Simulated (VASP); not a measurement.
# Zr2Se3S (Pm) in VASP: single point with r2SCAN+rVV10

Aim: the single point of Zr2Se3S with r2SCAN+rVV10.

Everything below comes from runs of VASP 6.6.1. Logs are shortened: lines on timing, memory, paths and dates and some standing lists are left out, and cuts for length are marked.

## 1. The cell of the first run

It takes space group Pm (No. 6, monoclinic). The conventional cell has a = 6.125 Å, b = 3.761 Å, c = 6.508 Å, α = 90.00°, β = 90.14°, γ = 90.00°. Zr (site symmetry m) has 1 S at 2.57 Å and 5 Se at 2.69 Å within 3.4 Å. Within 3.4 Å of Zr (site symmetry m) lie 2 S at 2.56 Å and 4 Se at 2.68 to 2.70 Å. Se (site symmetry m) has 3 Zr at 2.69 to 2.70 Å within 3.5 Å. Se (site symmetry m) has 3 Zr at 2.69 to 2.70 Å within 3.5 Å. Within 3.5 Å of Se (site symmetry m) lie 3 Zr at 2.68 to 2.69 Å. S (site symmetry m) has 3 Zr at 2.56 to 2.57 Å within 3.4 Å.

## 2. Single point, r2SCAN+rVV10

Input file POSCAR:

```
Zr2Se3S
1.0
   -3.7608544541      0.0000000029      0.0000000000
    0.0000000000     -0.0076219429     -6.1250115600
   -0.0000000050     -6.5080188216     -0.0080315330
Zr Se S
2 3 1
Direct
    0.5000000000     -0.0036095855      0.4974849250
    0.0000000000     -0.0091999146      0.0026289145
    0.5000000000      0.2518828421      0.8330479040
    0.0000000000      0.2562236376      0.3325858651
    0.0000000000      0.7382783560      0.6665608911
    0.5000000000      0.7664246644      0.1676915004
```

Input file INCAR.step1:

```
  PREC = Accurate
  ENCUT = 550
  ISMEAR = 0
  SIGMA = 0.02
  LREAL = F
  LASPH = T
  NELM = 120
  NBANDS = 33
  GGA = PE
  ALGO = Normal
  EDIFF = 1E-5
  LWAVE = T
  LCHARG = F
  GGA_COMPAT = F
```

Input file INCAR.step2:

```
  PREC = Accurate
  ENCUT = 550
  EDIFF = 1E-6
  ISMEAR = 0
  SIGMA = 0.02
  LREAL = F
  LASPH = T
  NELM = 120
  ALGO = Normal
  ISIF = 2
  LWAVE = F
  LCHARG = F
  METAGGA = R2SCAN
  LMIXTAU = T
  LUSE_VDW = T
  IVDW_NL = 2
  BPARAM = 11.95
  CPARAM = 0.0093
  NBANDS = 33
  ISTART = 1
  GGA_COMPAT = F
```

Input file KPOINTS:

```
Automatic mesh
0
Gamma
  8 6 4
```

Potentials or basis: VASP PAW PBE potentials, release 64 (Zr_sv, Se, S).

Launch:

```console
> cat potpaw_PBE.64/Zr_sv/POTCAR potpaw_PBE.64/Se/POTCAR potpaw_PBE.64/S/POTCAR > POTCAR
> cp INCAR.step1 INCAR
> mpirun -np 1 vasp_std > vasp.out
> cp INCAR.step2 INCAR
> mpirun -np 1 vasp_std > vasp.out
```

OUTCAR:

```text
PREC = Accurate
   ENCUT = 550
   EDIFF = 1E-6
   ISMEAR = 0
   LREAL = F
   LASPH = T
   NELM = 120
   ISIF = 2
   METAGGA = R2SCAN
   IVDW_NL = 2
   BPARAM = 11.95
   ISTART = 1

 ion  position               nearest neighbor table
   1  0.500  0.996  0.497-   6 2.57   4 2.69   4 2.69   3 2.69   5 2.69   5 2.69   2 3.73   2 3.73
                             2 3.79   2 3.79
   2  0.000  0.991  0.003-   6 2.56   6 2.56   5 2.68   4 2.70   3 2.70   3 2.70   1 3.73   1 3.73
                             1 3.79   1 3.79
   3  0.500  0.252  0.833-   1 2.69   2 2.70   2 2.70
   4  0.000  0.256  0.333-   1 2.69   1 2.69   2 2.70
   5  0.000  0.738  0.667-   2 2.68   1 2.69   1 2.69
   6  0.500  0.766  0.168-   2 2.56   2 2.56   1 2.57

  LATTYP: Found a simple monoclinic cell.
 ALAT       =     6.1250163024
 B/A-ratio  =     0.6140154195
 C/A-ratio  =     1.0625316662
 COS(beta)  =    -0.0024784907

  Lattice vectors:

 A1 = (   0.0000000000,  -0.0076219429,  -6.1250115600)
 A2 = (  -3.7608544541,   0.0000000029,   0.0000000000)
 A3 = (   0.0000000050,   6.5080188216,   0.0080315330)

Analysis of symmetry for initial positions (statically):
=====================================================================
 Subroutine PRICEL returns:
 Original cell was already a primitive cell.

 Routine SETGRP: Setting up the symmetry group for a
 simple monoclinic supercell.

 Subroutine GETGRP returns: Found  2 space group operations
 (whereof  2 operations were pure point group operations)
 out of a pool of  4 trial point group operations.

The static configuration has the point symmetry C_1h.

Analysis of symmetry for dynamics (positions and initial velocities):
=====================================================================
 Subroutine PRICEL returns:
 Original cell was already a primitive cell.

 Routine SETGRP: Setting up the symmetry group for a
 simple monoclinic supercell.

 Subroutine GETGRP returns: Found  2 space group operations
 (whereof  2 operations were pure point group operations)
 out of a pool of  4 trial point group operations.

The dynamic configuration has the point symmetry C_1h.

 Subroutine INISYM returns: Found  2 space group operations
 (whereof  2 operations are pure point group operations),
 and found     1 'primitive' translations

----------------------------------------------------------------------------------------

[... 104 lines left out ...]
   IBRION =     -1    ionic relax: 0-MD 1-quasi-New 2-CG
   NFREE  =      0    steps in history (QN), initial steepest desc. (CG)
   ISIF   =      2    stress and relaxation
   ISYM   =      2    0-nonsym 1-usesym 2-fastsym
   POTIM  = 0.5000    time-step for ionic-motion
   TEBEG  =    0.0;   TEEND  =   0.0 temperature during run
   PSTRESS=    0.0 pullay stress
   NELECT =      48.0000    total number of electrons
   NUPDOWN=      -1.0000    fix difference up-down
   EMIN   =  10.00;   EMAX   =-10.00  energy-range for DOS
   EFERMI =   0.00;   METHOD = LEGACY
   ISMEAR =     0;   SIGMA  =   0.02  broadening in eV -4-tet -1-fermi 0-gaus
   EFERMI_NEDOS =   21; number of points for ismear=-14 and -15
   IALGO  =     38    algorithm
   IMIX   =      4    mixing-type and parameters
     AMIX     =   0.40;   BMIX     =  1.00
     AMIX_MAG =   1.60;   BMIX_MAG =  1.00
  volume/ion in A,a.u.               =      24.99       168.61
  Fermi-wavevector in a.u.,A,eV,Ry     =   1.119974  2.116445 17.066365  1.254342
  Thomas-Fermi vector in A             =   2.256617
   LORBIT       =      0    0 simple, 1 ext, 2 COOP (PROOUT), +10 PAW based schemes
   METAGGA = R2SCAN    functional components
   LHFCALC =     F    Hartree Fock is set to
   AEXX    =    0.0000 exact exchange contribution
   IVDW_NL    =     2    kernel type
   BPARAM     =11.9500
   IVDW    =     0    specifies the selected vdW correction
   LEPSILON=     F    determine dielectric tensor
   LRPA    =     F    only Hartree local field effects (RPA)
 non-spin polarized calculation
 Gauss-broadening in eV      SIGMA  =   0.02
  energy-cutoff  :      550.00
  volume of cell :      149.91
 maximum number of plane-waves:      4417
 NGX is ok and might be reduce to    30
   NGX = 15   NGY = 23   NGZ = 25

 number of electron      47.9999998 magnetization

 Free energy of the ion-electron system (eV)
  ---------------------------------------------------
  ext. energy  EPLUGINS =         0.00000000
  ---------------------------------------------------
  free energy    TOTEN  =      -105.17674853 eV

  energy without entropy =     -105.17674853  energy(sigma->0) =     -105.17674853

 E-fermi :   4.2037     XC(G=0): -10.0493

 val. band max:        4.1231013668   @ k =   0.0000   0.0000   0.0000
 cond. band min:       4.8120983233   @ k =   0.5000   0.5000   0.5000
 fundamental gap:      0.6889969565
 Fermi energy:         4.2036999669

 k-point     1 :       0.0000    0.0000    0.0000
  band No.  band energies     occupation
      1     -46.9485      2.00000
      2     -46.9036      2.00000
      3     -24.3729      2.00000
      4     -24.2858      2.00000
      5     -24.2191      2.00000
      6     -24.2099      2.00000
[... 853 lines left out ...]
     32       8.9071      0.00000
     33       9.3077      0.00000

 [... further k-points ...]

------------------------ aborting loop because EDIFF is reached ----------------------------------------

  FORCE on cell =-STRESS in cart. coord.  units (eV):
  Direction    XX          YY          ZZ          XY          YZ          ZX
  --------------------------------------------------------------------------------------
  -------------------------------------------------------------------------------------
  Total        0.1514687      0.1521919      0.1567214      0.0000000      0.0013387      0.0000000
  in kB        1.6187950      1.6265245      1.6749328      0.0000000      0.0143072      0.0000000
  external PRESSURE =       1.6400841 kB  Pullay stress =       0.0000000 kB

 VOLUME and BASIS-vectors are now :
 -----------------------------------------------------------------------------
  energy-cutoff  :      550.00
  volume of cell :      149.91
      direct lattice vectors                 reciprocal lattice vectors
    -3.760854454  0.000000003  0.000000000    -0.265897022  0.000000000 -0.000000000
     0.000000000 -0.007621943 -6.125011560     0.000000000  0.000201485 -0.163265249
    -0.000000005 -6.508018822 -0.008031533    -0.000000000 -0.153656829  0.000191210

 POSITION                                       TOTAL-FORCE (eV/Angst)
 -----------------------------------------------------------------------------------
     -1.88043     -3.24524     -6.10690         0.000000      0.006738      0.003045
     -0.00000     -0.02466     -6.06868        -0.000000     -0.006092      0.007296
     -1.88043     -5.42341     -1.54948        -0.000000     -0.001142     -0.021980
     -0.00000     -2.16643     -1.57204         0.000000      0.000207     -0.021846
     -0.00000     -4.34362     -4.52732         0.000000      0.000428      0.022803
     -1.88043     -1.09718     -4.69571        -0.000000     -0.000139      0.010681
 -----------------------------------------------------------------------------------
    total drift:                               -0.000000     -0.000031     -0.000053

  FREE ENERGIE OF THE ION-ELECTRON SYSTEM (eV)
  ---------------------------------------------------
  free  energy   TOTEN  =      -105.1767485285 eV

  energy  without entropy=     -105.1767485285  energy(sigma->0) =     -105.17674853
```

OUTCAR.step1:

```text
PREC = Accurate
   ENCUT = 550
   ISMEAR = 0
   LREAL = F
[... 1106 lines left out ...]
     -1.88043     -5.42341     -1.54948         0.000000      0.006212     -0.148280
     -0.00000     -2.16643     -1.57204        -0.000000     -0.008278     -0.136074
     -0.00000     -4.34362     -4.52732        -0.000000     -0.003714      0.133616
     -1.88043     -1.09718     -4.69571         0.000000      0.005474      0.029477
 -----------------------------------------------------------------------------------
    total drift:                               -0.000000     -0.000016      0.000393

  FREE ENERGIE OF THE ION-ELECTRON SYSTEM (eV)
  ---------------------------------------------------
  free  energy   TOTEN  =       -40.0605699276 eV

  energy  without entropy=      -40.0605699276  energy(sigma->0) =      -40.06056993
```

OSZICAR.step1:

```text
N       E                     dE             d eps       ncg     rms          rms(c)
DAV:   1     0.389944427916E+03    0.38994E+03   -0.23317E+04  4620   0.139E+03
DAV:   2    -0.125617551384E+02   -0.40251E+03   -0.38687E+03  5806   0.330E+02
DAV:   3    -0.415798722635E+02   -0.29018E+02   -0.28622E+02  6974   0.775E+01
DAV:   4    -0.434798824951E+02   -0.19000E+01   -0.18958E+01  7287   0.165E+01
DAV:   5    -0.435441730606E+02   -0.64291E-01   -0.64286E-01  6381   0.245E+00    0.195E+01
DAV:   6    -0.401327858026E+02    0.34114E+01   -0.84690E+00  5164   0.147E+01    0.831E+00
DAV:   7    -0.400534842676E+02    0.79302E-01   -0.12458E+00  6978   0.441E+00    0.422E+00
DAV:   8    -0.400574622284E+02   -0.39780E-02   -0.18309E-01  6049   0.192E+00    0.985E-01
DAV:   9    -0.400598810767E+02   -0.24188E-02   -0.20604E-02  5980   0.732E-01    0.528E-01
DAV:  10    -0.400605537043E+02   -0.67263E-03   -0.26012E-03  6573   0.304E-01    0.179E-01
DAV:  11    -0.400605163634E+02    0.37341E-04   -0.20954E-04  6071   0.738E-02    0.653E-02
DAV:  12    -0.400605672395E+02   -0.50876E-04   -0.10657E-04  5044   0.548E-02    0.192E-02
DAV:  13    -0.400605699276E+02   -0.26881E-05   -0.40677E-06  3759   0.131E-02
   1 F= -.40060570E+02 E0= -.40060570E+02  d E =-.197461E-28
```

Run time: 11 min. Hardware: 1 thread of Intel Xeon 6975P-C (Granite Rapids), shared host; peak memory 0.77 GiB.

What came out:

```
Free energy            : -105.1767 eV
Pressure               : 0.2 GPa
Largest force          : 0.023 eV/Å
Band gap on the k mesh : 0.69 eV (least direct gap 0.94 eV)
```

Forces on the atoms (eV/Å):
```
Zr   0.000  0.007  0.003
Zr   0.000 -0.006  0.007
Se   0.000 -0.001 -0.022
Se   0.000  0.000 -0.022
Se   0.000  0.000  0.023
S    0.000  0.000  0.011
```

Levels at points of the mesh, in eV from the valence-band top:
```csv
k point,band 20,band 21,band 22,band 23,band 24,band 25,band 26,band 27,band 28,band 29
"(0.00, 0.00, 0.00)",-2.16,-1.35,-0.05,-0.01,0.00,0.94,1.45,1.47,2.08,3.05
"(0.50, 0.00, 0.00)",-2.54,-2.36,-2.35,-1.53,-1.35,1.99,1.99,2.78,2.81,3.11
"(0.00, 0.50, 0.00)",-2.08,-1.04,-0.98,-0.22,-0.17,0.77,1.42,1.44,2.49,3.04
"(0.50, 0.50, 0.00)",-2.40,-2.18,-1.96,-1.57,-1.45,1.97,2.03,2.27,2.30,3.13
"(0.00, 0.00, 0.50)",-2.39,-1.15,-0.94,-0.77,-0.48,1.24,1.33,2.52,2.59,2.74
"(0.50, 0.00, 0.50)",-2.49,-2.15,-2.14,-1.40,-1.31,0.91,0.99,3.03,3.04,3.37
"(0.00, 0.50, 0.50)",-2.21,-1.14,-1.10,-0.88,-0.88,1.18,1.29,2.59,2.67,3.06
"(0.50, 0.50, 0.50)",-2.53,-1.17,-1.07,-0.98,-0.84,0.69,0.82,3.02,3.04,3.34
```

Caveat: the PAW data sets were made with another functional, which shifts forces and pressure a little. A k mesh can miss the band edges.
